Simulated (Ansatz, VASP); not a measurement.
One calculation of SnSe2, two programs

Contents of INCAR:

```
SYSTEM = SnSe2
ALGO = Normal
EDIFF = 1E-6
ENCUT = 520
GGA = PE
ISIF = 2
ISMEAR = 0
IVDW = 12
LASPH = .TRUE.
LCHARG = .FALSE.
LREAL = .FALSE.
LWAVE = .FALSE.
NBANDS = 20
NELM = 60
PREC = Accurate
SIGMA = 0.03
```

KPOINTS

```
k-points
0
G
  12 12 6
  0 0 0
```

File POSCAR:

```
SnSe2
1.0
    3.8390485956      0.0000000000      0.0000000000
   -1.9195242978      3.3247136102      0.0000000000
    0.0000000000      0.0000000000      6.0116311105
Sn Se
1 2
Direct
    0.0000000000      0.0000000000      0.0291102359
    0.3333333333      0.6666666667      0.2432735965
    0.6666666667      0.3333333333      0.7129676045
```

Input for Ansatz:

```yaml
crystal:
  lattice:
    - [3.8390485956, 0.0, 0.0]
    - [-1.9195242978, 3.3247136102, 0.0]
    - [0.0, 0.0, 6.0116311105]
  atoms:
    - { symbol: Sn, position: [0.0, 0.0, 0.0291102359] }
    - { symbol: Se, position: [0.3333333333, 0.6666666667, 0.2432735965] }
    - { symbol: Se, position: [0.6666666667, 0.3333333333, 0.7129676045] }
basis:
  ecutwfc: 420
kpoints:
  mp_grid: { grid: [12, 12, 6] }
hamiltonian:
  xc: pbe
  dispersion: d3bj
scf:
  occupations: { method: gaussian, width: 0.03 }
output:
  forces: true
  stress: true
  eigenvalues: true
```

Change from the starting cell: mode 9 (240.0 1/cm) frozen in, largest displacement +0.175 Å.

Alike in both runs: task single point; functional PBE; dispersion D3(BJ); k mesh 12 × 12 × 6; occupations gaussian, width 0.03 eV; no spin polarisation.

```csv
,VASP,Ansatz
version,VASP 6.6.1,Ansatz 0.2.0
potentials or method,"VASP PAW PBE potentials, release 64 (Sn_d, Se), cutoff 520 eV","scalar-relativistic, plane waves, PAW"
valence electrons in the cell,26,46
```

Ansatz gave:

```
gap on the k mesh at the Fermi level (eV)                     : none
pressure (GPa)                                                : 2.5
traceless stress, the component that is largest in VASP (GPa) : -2.60
rms of the force components (eV/Å)                            : 1.673
```

Q: What did VASP give for the same quantities?

A: gap on the k mesh at the Fermi level (eV): none; pressure (GPa): 2.5; traceless stress, the component that is largest in VASP (GPa): -2.61; rms of the force components (eV/Å): 1.683.

Atom by atom the forces differ by 0.012 eV/Å (rms over components). A gap of «none» marks a metal or a gap that the smearing closes. VASP's potentials hold 26 valence electrons a cell and Ansatz's 46, so a difference there can come from the potentials and not from the codes.
